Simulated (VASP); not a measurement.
Input of a VASP 6.6.1 run:

Contents of INCAR:

```
ALGO = Normal ; EDIFF = 1E-6
ENCUT = 500 ; GGA_COMPAT = F
ISIF = 2 ; ISMEAR = -1
LASPH = T ; LCHARG = F
LREAL = F ; LWAVE = F
NBANDS = 22 ; NELM = 120
PREC = Accurate ; SIGMA = 0.1
```

The input KPOINTS:

```
k-points
0
Gamma
  6 6 6
```

File POSCAR:

```
Pt
1.0
    4.0270000000      0.0000000000      0.0000000000
    0.0000000000      4.0270000000      0.0000000000
    0.0000000000      0.0000000000      4.0270000000
Pt
3
Direct
    0.0000000000      0.5000000000      0.5000000000
    0.5000000000      0.0000000000      0.5000000000
    0.5000000000      0.5000000000      0.0000000000
```

Potentials or basis: VASP PAW LDA potentials, release 64 (Pt).

Launch:

```console
$ cat potpaw_LDA.64/Pt/POTCAR > POTCAR
$ mpirun -np 1 vasp_std > vasp.out
```

Question: What does it give for the band gap on the k mesh?

Answer: Zero (bands 15 and 16 overlap by 1.30 eV).

Question: Estimate the pressure.

Answer: -30.2 GPa.

Caveat: the cell stands under tension; spin-orbit coupling is left out, which moves the levels of the heavy elements.
